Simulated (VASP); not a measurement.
# CdF2 in VASP: a series of runs

The runs below take CdF2 through single point, relaxation of the atoms, with PBE.

Everything below comes from runs of VASP 6.6.1. Logs are shortened: lines on timing, memory, paths and dates and some standing lists are left out, and cuts for length are marked.

## Step 1: The cell of the first run

The typed cell holds 3 atoms: a = 3.810 Å, b = 3.810 Å, c = 3.810 Å, α = 60.00°, β = 60.00°, γ = 60.00°.

## Step 2: Single point, PBE

The input, INCAR:

```
ALGO     = Normal         # electronic algorithm
EDIFF    = 1E-6           # SCF threshold, eV
ENCUT    = 600            # plane-wave cutoff, eV
GGA      = PE             # functional
GGA_COMPAT= False        
ISIF     = 2              # what is computed and relaxed
ISMEAR   = -1             # smearing method
LASPH    = True           # aspherical terms in the spheres
LCHARG   = False          # write CHGCAR
LREAL    = False          # projectors in reciprocal space
LWAVE    = False          # write WAVECAR
NBANDS   = 20             # bands
NELM     = 120            # most SCF steps
PREC     = Accurate       # precision mode
SIGMA    = 0.1            # smearing width, eV
```

The input, KPOINTS:

```
k-points
0
Gamma
  6 6 6
```

The input, POSCAR:

```
CdF2
1.0
    0.0000000000      2.6940000000      2.6940000000
    2.6940000000      0.0000000000      2.6940000000
    2.6940000000      2.6940000000      0.0000000000
Cd F
1 2
Direct
   -0.0071109377     -0.0005060092      0.0033970355
    0.2429952973      0.2493651703      0.2534686975
    0.7429221209      0.7494526443      0.7535152348
```

Potentials or basis: VASP PAW PBE potentials, release 64 (Cd, F).

Launch:

```sh
cat potpaw_PBE.64/Cd/POTCAR potpaw_PBE.64/F/POTCAR > POTCAR
mpirun -np 1 vasp_std > vasp.out
```

OUTCAR:

```text
EDIFF = 1E-6
   ENCUT = 600
   GGA = PE
   ISIF = 2
   ISMEAR = -1
   LASPH = True
   LREAL = False
   NELM = 120
   PREC = Accurate

 ion  position               nearest neighbor table
   1  0.993  0.999  0.003-   3 2.33   2 2.33   2 2.33   3 2.33   3 2.33   2 2.33   3 2.33   2 2.33

   2  0.243  0.249  0.253-   1 2.33   1 2.33   1 2.33   1 2.33
   3  0.743  0.749  0.754-   1 2.33   1 2.33   1 2.33   1 2.33

  LATTYP: Found a face centered cubic cell.
 ALAT       =     5.3880000000

  Lattice vectors:

 A1 = (   0.0000000000,   2.6940000000,   2.6940000000)
 A2 = (   2.6940000000,   0.0000000000,   2.6940000000)
 A3 = (   2.6940000000,   2.6940000000,   0.0000000000)

Analysis of symmetry for initial positions (statically):
=====================================================================
 Subroutine PRICEL returns:
 Original cell was already a primitive cell.

 Routine SETGRP: Setting up the symmetry group for a
 face centered cubic supercell.

 Subroutine GETGRP returns: Found  1 space group operations
 (whereof  1 operations were pure point group operations)
 out of a pool of 48 trial point group operations.

The static configuration has the point symmetry C_1 .

Analysis of symmetry for dynamics (positions and initial velocities):
=====================================================================
 Subroutine PRICEL returns:
 Original cell was already a primitive cell.

 Routine SETGRP: Setting up the symmetry group for a
 face centered cubic supercell.

 Subroutine GETGRP returns: Found  1 space group operations
 (whereof  1 operations were pure point group operations)
 out of a pool of 48 trial point group operations.

The dynamic configuration has the point symmetry C_1 .

 Subroutine INISYM returns: Found  1 space group operations
 (whereof  1 operations are pure point group operations),
 and found     1 'primitive' translations

----------------------------------------------------------------------------------------

                                     Primitive cell

  volume of cell :      39.1041

  direct lattice vectors                    reciprocal lattice vectors
     0.000000000  2.694000000  2.694000000    -0.185597624  0.185597624  0.185597624
     2.694000000  0.000000000  2.694000000     0.185597624 -0.185597624  0.185597624
     2.694000000  2.694000000  0.000000000     0.185597624  0.185597624 -0.185597624

  length of vectors
     3.809891337  3.809891337  3.809891337     0.321464515  0.321464515  0.321464515

  position of ions in fractional coordinates (direct lattice)
     0.992889062  0.999493991  0.003397036
     0.242995297  0.249365170  0.253468697
     0.742922121  0.749452644  0.753515235

  ion indices of the primitive-cell ions
   primitive index   ion index
                 1           1
                 2           2
                 3           3

----------------------------------------------------------------------------------------

 KPOINTS: k-points

Automatic generation of k-mesh.
 Grid dimensions read from file:
 generate k-points for:    6    6    6

 Generating k-lattice:

  Cartesian coordinates                     Fractional coordinates (reciprocal lattice)
    -0.030932937  0.030932937  0.030932937     0.166666667  0.000000000  0.000000000
     0.030932937 -0.030932937  0.030932937     0.000000000  0.166666667  0.000000000
     0.030932937  0.030932937 -0.030932937     0.000000000  0.000000000  0.166666667

  Length of vectors
     0.053577419  0.053577419  0.053577419

  Shift w.r.t. Gamma in fractional coordinates (k-lattice)
     0.000000000  0.000000000  0.000000000

 Subroutine IBZKPT returns following result:
 ===========================================

 Found    112 irreducible k-points:

 Following reciprocal coordinates:
            Coordinates               Weight
  0.000000  0.000000  0.000000      1.000000
  0.166667  0.000000  0.000000      2.000000
  0.000000  0.166667  0.000000      2.000000
  0.000000  0.000000  0.166667      2.000000
  0.166667  0.166667  0.166667      2.000000
  0.333333  0.000000  0.000000      2.000000
[... 16 lines left out ...]
  0.166667 -0.166667 -0.166667      2.000000
  0.333333  0.333333  0.166667      2.000000
 [... further k-points ...]
   k-points           NKPTS =    112   k-points in BZ     NKDIM =    112   number of bands    NBANDS=     20
   number of dos      NEDOS =    301   number of ions     NIONS =      3
   total plane-waves  NPLWV =  27000
   dimension x,y,z NGX =    30 NGY =   30 NGZ =   30
   dimension x,y,z NGXF=    60 NGYF=   60 NGZF=   60
   ions per type =               1   2
   NGX,Y,Z   is equivalent  to a cutoff of  13.09, 13.09, 13.09 a.u.
   NGXF,Y,Z  is equivalent  to a cutoff of  26.18, 26.18, 26.18 a.u.
 SYSTEM =  unknown system
   PREC   = accura    normal or accurate (medium, high low for compatibility)
   ISTART =      0    job   : 0-new  1-cont  2-samecut
   ICHARG =      2    charge: 1-file 2-atom 10-const
   ISPIN  =      1    spin polarized calculation?
   LNONCOLLINEAR =      F non collinear calculations
   LSORBIT =      F    spin-orbit coupling
   LASPH  =      T    aspherical Exc in radial PAW
   ENCUT  =  600.0 eV  44.10 Ry    6.64 a.u.   7.61  7.61  7.61*2*pi/ulx,y,z
   NELM   =    120;   NELMIN=  2; NELMDL= -5     # of ELM steps
   EDIFF  = 0.1E-05   stopping-criterion for ELM
   LREAL  =      F    real-space projection
   EDIFFG = 0.1E-04   stopping-criterion for IOM
   NSW    =      0    number of steps for IOM
   IBRION =     -1    ionic relax: 0-MD 1-quasi-New 2-CG
   NFREE  =      0    steps in history (QN), initial steepest desc. (CG)
   ISIF   =      2    stress and relaxation
   ISYM   =      2    0-nonsym 1-usesym 2-fastsym
   POTIM  = 0.5000    time-step for ionic-motion
   TEBEG  =    0.0;   TEEND  =   0.0 temperature during run
   PSTRESS=    0.0 pullay stress
   NELECT =      26.0000    total number of electrons
   NUPDOWN=      -1.0000    fix difference up-down
   EMIN   =  10.00;   EMAX   =-10.00  energy-range for DOS
   EFERMI =   0.00;   METHOD = LEGACY
   ISMEAR =    -1;   SIGMA  =   0.10  broadening in eV -4-tet -1-fermi 0-gaus
   EFERMI_NEDOS =   21; number of points for ismear=-14 and -15
   IALGO  =     38    algorithm
   IMIX   =      4    mixing-type and parameters
     AMIX     =   0.40;   BMIX     =  1.00
     AMIX_MAG =   1.60;   BMIX_MAG =  1.00
  volume/ion in A,a.u.               =      13.03        87.96
  Fermi-wavevector in a.u.,A,eV,Ry     =   1.428867  2.700166 27.778468  2.041660
  Thomas-Fermi vector in A             =   2.548882
   LORBIT       =      0    0 simple, 1 ext, 2 COOP (PROOUT), +10 PAW based schemes
   GGA     = PE    functional components
   LHFCALC =     F    Hartree Fock is set to
   AEXX    =    0.0000 exact exchange contribution
   IVDW    =     0    specifies the selected vdW correction
   LEPSILON=     F    determine dielectric tensor
   LRPA    =     F    only Hartree local field effects (RPA)
 non-spin polarized calculation
  energy-cutoff  :      600.00
  volume of cell :       39.10
 maximum number of plane-waves:      1315
   NGX = 15   NGY = 15   NGZ = 15

 number of electron      25.9999999 magnetization

 Free energy of the ion-electron system (eV)
  ---------------------------------------------------
  ext. energy  EPLUGINS =         0.00000000
  ---------------------------------------------------
  free energy    TOTEN  =       -10.86291798 eV

  energy without entropy =      -10.86291794  energy(sigma->0) =      -10.86291796

 E-fermi :   0.3998     XC(G=0): -10.4118

 val. band max:       -1.3338676315   @ k =  -0.3333   0.5000   0.1667
 cond. band min:       1.7554474650   @ k =   0.0000   0.0000   0.0000
 fundamental gap:      3.0893150965
 Fermi energy:         0.3997753294

 k-point     1 :       0.0000    0.0000    0.0000
  band No.  band energies     occupation
      1     -22.1195      2.00000
      2     -21.0143      2.00000
      3      -6.9292      2.00000
      4      -6.9290      2.00000
      5      -6.9287      2.00000
      6      -5.7209      2.00000
[... 12 lines left out ...]
     19      18.5866      0.00000
     20      18.5866      0.00000

 k-point     2 :       0.1667    0.0000    0.0000
  band No.  band energies     occupation
      1     -22.0331      2.00000
      2     -21.0915      2.00000
      3      -6.8289      2.00000
      4      -6.8286      2.00000
      5      -6.6403      2.00000
      6      -5.7478      2.00000
[... 12 lines left out ...]
     19      17.9586      0.00000
     20      17.9589      0.00000

 k-point     3 :       0.0000    0.1667    0.0000
  band No.  band energies     occupation
      1     -22.0331      2.00000
      2     -21.0915      2.00000
      3      -6.8291      2.00000
      4      -6.8289      2.00000
      5      -6.6400      2.00000
      6      -5.7478      2.00000
[... 12 lines left out ...]
     19      17.9585      0.00000
     20      17.9588      0.00000

 k-point     4 :       0.0000    0.0000    0.1667
  band No.  band energies     occupation
      1     -22.0331      2.00000
      2     -21.0915      2.00000
      3      -6.8291      2.00000
      4      -6.8288      2.00000
      5      -6.6401      2.00000
      6      -5.7478      2.00000
[... 12 lines left out ...]
     19      17.9585      0.00000
     20      17.9589      0.00000

 k-point     5 :       0.1667    0.1667    0.1667
  band No.  band energies     occupation
      1     -22.0331      2.00000
      2     -21.0915      2.00000
      3      -6.8289      2.00000
      4      -6.8286      2.00000
      5      -6.6403      2.00000
      6      -5.7478      2.00000
[... 12 lines left out ...]
     19      17.9585      0.00000
     20      17.9589      0.00000
[... 353 lines left out ...]
      6      -5.9829      2.00000
[... 12 lines left out ...]
     19      18.5063      0.00000
     20      20.2448      0.00000

 k-point    22 :       0.1667    0.3333    0.0000
  band No.  band energies     occupation
      1     -21.8460      2.00000
      2     -21.2501      2.00000
      3      -6.5858      2.00000
      4      -6.5851      2.00000
      5      -6.0568      2.00000
      6      -5.9828      2.00000
[... 12 lines left out ...]
     19      18.5068      0.00000
     20      20.2444      0.00000

 k-point    23 :       0.1667   -0.1667   -0.1667
  band No.  band energies     occupation
      1     -21.8460      2.00000
      2     -21.2501      2.00000
      3      -6.5857      2.00000
      4      -6.5847      2.00000
      5      -6.0569      2.00000
      6      -5.9829      2.00000
[... 12 lines left out ...]
     19      18.5067      0.00000
     20      20.2455      0.00000

 k-point    24 :       0.3333    0.3333    0.1667
  band No.  band energies     occupation
      1     -21.8459      2.00000
      2     -21.2501      2.00000
      3      -6.5856      2.00000
      4      -6.5848      2.00000
      5      -6.0568      2.00000
      6      -5.9829      2.00000
[... 12 lines left out ...]
     19      18.5064      0.00000
     20      20.2450      0.00000

 [... further k-points ...]

------------------------ aborting loop because EDIFF is reached ----------------------------------------

  FORCE on cell =-STRESS in cart. coord.  units (eV):
  Direction    XX          YY          ZZ          XY          YZ          ZX
  --------------------------------------------------------------------------------------
  -------------------------------------------------------------------------------------
  Total        1.4703219      1.4704003      1.4706896      0.0001814      0.0009371     -0.0001117
  in kB       60.2421170     60.2453302     60.2571825      0.0074336      0.0383969     -0.0045746
  external PRESSURE =      60.2482099 kB  Pullay stress =       0.0000000 kB

 VOLUME and BASIS-vectors are now :
 -----------------------------------------------------------------------------
  energy-cutoff  :      600.00
  volume of cell :       39.10
      direct lattice vectors                 reciprocal lattice vectors
     0.000000000  2.694000000  2.694000000    -0.185597624  0.185597624  0.185597624
     2.694000000  0.000000000  2.694000000     0.185597624 -0.185597624  0.185597624
     2.694000000  2.694000000  0.000000000     0.185597624  0.185597624 -0.185597624

 POSITION                                       TOTAL-FORCE (eV/Angst)
 -----------------------------------------------------------------------------------
      2.70179      2.68399      5.36748         0.000172      0.002596     -0.000053
      1.35463      1.33747      1.32642         0.001197     -0.001559      0.000157
      4.04900      4.03140      4.02046        -0.001369     -0.001037     -0.000104
 -----------------------------------------------------------------------------------
    total drift:                                0.000280     -0.000333     -0.001389

  FREE ENERGIE OF THE ION-ELECTRON SYSTEM (eV)
  ---------------------------------------------------
  free  energy   TOTEN  =       -10.8629179848 eV

  energy  without entropy=      -10.8629179436  energy(sigma->0) =      -10.86291796
```

It took 79 s on 1 thread of Intel Xeon 6975P-C (Granite Rapids), shared host; peak memory 0.23 GiB.

What came out:

| Item | Value |
| --- | --- |
| Free energy | -10.8629 eV |
| Pressure | 6.0 GPa |
| Band gap on the k mesh | 3.09 eV (least direct gap 3.57 eV) |

Forces on the atoms (eV/Å):
```
Cd   0.000  0.003  0.000
F    0.001 -0.002  0.000
F   -0.001 -0.001  0.000
```

Levels at points of the mesh, in eV from the valence-band top:
```csv
k point,band 10,band 11,band 12,band 13,band 14,band 15,band 16,band 17
"(0.00, 0.00, 0.00)",-0.95,-0.48,-0.48,-0.48,3.09,12.73,12.73,12.73
"(0.50, 0.00, 0.00)",-1.82,-1.82,-0.38,-0.38,7.19,9.18,14.52,14.52
"(0.00, 0.50, 0.00)",-1.82,-1.82,-0.38,-0.38,7.19,9.18,14.52,14.52
"(0.00, 0.00, 0.50)",-1.82,-1.82,-0.38,-0.38,7.19,9.18,14.52,14.52
"(0.50, 0.50, 0.50)",-1.82,-1.82,-0.38,-0.38,7.19,9.18,14.52,14.52
"(0.50, 0.50, 0.00)",-2.94,-0.48,-0.07,-0.07,8.02,9.67,11.94,14.31
"(0.00, 0.50, 0.50)",-2.94,-0.48,-0.07,-0.07,8.02,9.67,11.94,14.30
"(0.50, 0.00, 0.50)",-2.94,-0.48,-0.07,-0.07,8.02,9.67,11.94,14.31
```

Caveat: the cell stands under pressure.

## Step 3: Relaxation of the atoms, PBE

The input, INCAR:

```
SYSTEM = CdF2
ALGO     = Normal         ! electronic algorithm
EDIFF    = 1E-7           ! SCF threshold, eV
EDIFFG   = -0.1           ! ionic threshold
ENCUT    = 520            ! plane-wave cutoff, eV
GGA      = PE             ! functional
GGA_COMPAT= .FALSE.      
IBRION   = 2              ! ionic algorithm
ISIF     = 2              ! what is computed and relaxed
ISMEAR   = -1             ! smearing method
LASPH    = .TRUE.         ! aspherical terms in the spheres
LCHARG   = .FALSE.        ! write CHGCAR
LREAL    = .FALSE.        ! projectors in reciprocal space
LWAVE    = .FALSE.        ! write WAVECAR
NELM     = 120            ! most SCF steps
NELMIN   = 4            
NSW      = 80             ! ionic steps
PREC     = Accurate       ! precision mode
SIGMA    = 0.1            ! smearing width, eV
```

The input, KPOINTS:

```
k-points
0
G
  6 6 6
  0 0 0
```

The input, POSCAR:

```
CdF2
1.0
    0.0000000000      2.6940000000      2.6940000000
    2.6940000000      0.0000000000      2.6940000000
    2.6940000000      2.6940000000      0.0000000000
Cd F
1 2
Direct
    0.0000000000      0.0000000000      0.0000000000
    0.2500000000      0.2500000000      0.2500000000
    0.7500000000      0.7500000000      0.7500000000
```

Potentials or basis: VASP PAW PBE potentials, release 64 (Cd, F).

Launch:

```sh
cat potpaw_PBE.64/Cd/POTCAR potpaw_PBE.64/F/POTCAR > POTCAR
mpirun -np 1 vasp_std > vasp.out
```

Run time: 9.4 s. Hardware: 1 thread of Intel Xeon 6975P-C (Granite Rapids), shared host; peak memory 0.15 GiB.

Results (log left out):

* Free energy: -10.8595 eV
* Pressure after relaxing: 6.2 GPa
* Band gap on the k mesh: 3.09 eV (least direct gap 3.57 eV)

Final structure:
```yaml
crystal:
  lattice:
    - [0.00000, 2.69400, 2.69400]
    - [2.69400, 0.00000, 2.69400]
    - [2.69400, 2.69400, 0.00000]
  atoms:
    - { symbol: Cd, position: [0.00000, 0.00000, 0.00000] }
    - { symbol: F, position: [0.25000, 0.25000, 0.25000] }
    - { symbol: F, position: [0.75000, 0.75000, 0.75000] }
```

Levels at points of the mesh, in eV from the valence-band top:
```
           k point  band 9  band 10  band 11  band 12  band 13  band 14  band 15  band 16  band 17
(0.00, 0.00, 0.00)   -0.95    -0.95    -0.48    -0.48    -0.48     3.09    12.72    12.72    12.72
(0.50, 0.00, 0.00)   -2.25    -1.82    -1.82    -0.38    -0.38     7.19     9.18    14.52    14.52
(0.50, 0.50, 0.00)   -2.94    -2.94    -0.48    -0.07    -0.07     8.02     9.67    11.94    14.30
```

Caveat: the relaxation stopped at its first step, so nothing moved. A k mesh can miss the band edges.
